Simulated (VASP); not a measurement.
Write the native input for VASP 6.6.1 that does the following.

```yaml
Task: single point
Functional: PBE
Potentials_or_basis: VASP PAW PBE potentials, release 64 (Ba_sv, Ti_sv, O)
Cutoff: 520 eV
k_mesh: 6 × 6 × 6
Occupations: gaussian, width 0.05 eV
Spin: no spin polarisation
Dipole_correction: no
Further_INCAR_settings: ALGO = Normal; EDIFF = 1e-06; NBANDS = 28
```

The structure of BaTiO3 lies in POSCAR:

```
BaTiO3
1.0
    2.8630706910      1.6529946342      2.3563003940
   -2.8630706910      1.6529946342      2.3563003940
    0.0000000000     -3.3059892684      2.3563003940
Ba Ti O
1 1 3
Direct
   -0.0162651848     -0.0162651848     -0.0162651848
    0.5191875227      0.5191875227      0.5191875227
    0.4883938465      0.4883938465      0.9777702638
    0.4883938465      0.9777702638      0.4883938465
    0.9777702638      0.4883938465      0.4883938465
```

This cell differs from its parent crystal: all Ba atoms moved +0.150 Å, as atom 1 towards its neighbour atom 2 (Ti) at 3.434 Å.

These files were run (other wordings do the same):

INCAR

```
ALGO = Normal
EDIFF = 1E-6
ENCUT = 520
GGA = PE
ISIF = 2
ISMEAR = 0
LASPH = True
LCHARG = False
LREAL = False
LWAVE = False
NBANDS = 28
NELM = 60
PREC = Accurate
SIGMA = 0.05
```

KPOINTS

```
k-points
0
Gamma
  6 6 6
```

Potentials or basis: VASP PAW PBE potentials, release 64 (Ba_sv, Ti_sv, O).

Command:

```sh
$ cat potpaw_PBE.64/Ba_sv/POTCAR potpaw_PBE.64/Ti_sv/POTCAR potpaw_PBE.64/O/POTCAR > POTCAR
$ mpirun -np 1 vasp_std > vasp.out
```

Results of the run:

The pressure is 1.7 GPa and the largest force is 0.788 eV/Å. The band gap on the k mesh is 2.56 eV, indirect (least direct gap 3.09 eV).

Caveat: the cell differs from its parent crystal (all Ba atoms moved +0.150 Å, as atom 1 towards its neighbour atom 2 (Ti) at 3.434 Å); spin-orbit coupling is left out, which moves the levels of the heavy elements.

Run time: 72 s on 1 thread of Intel(R) Xeon(R) Platinum 8488C (Sapphire Rapids), on a shared host, peak memory 0.21 GiB.
